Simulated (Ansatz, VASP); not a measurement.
## Sn: VASP beside Ansatz

```xyz
1
Lattice="3.1186 0.0000 0.0000 0.0000 3.1186 0.0000 0.0000 0.0000 3.0877" Properties=species:S:1:pos:R:3 pbc="T T T"
Sn    0.0000    0.0000    0.0000
```

Change from the starting cell: x and y stretched by +1 %, z held.

Alike in both runs: task single point; functional PBE; k mesh 14 × 14 × 14; occupations fermi-dirac, width 0.03 eV; no spin polarisation.

|  | VASP | Ansatz |
| --- | --- | --- |
| version | VASP 6.6.1 | Ansatz 0.2.0 |
| potentials or method | VASP PAW PBE potentials, release 64 (Sn_d), cutoff 520 eV | all-electron LAPW, scalar-relativistic |

|  | VASP | Ansatz | Ansatz less VASP |
| --- | --- | --- | --- |
| pressure (GPa) | -0.9 | -0.9 | +0.05 |
| traceless stress, the component that is largest in VASP (GPa) | 0.70 | 0.70 | +0.001 |

Ansatz ran all-electron here, and VASP with PAW potentials.
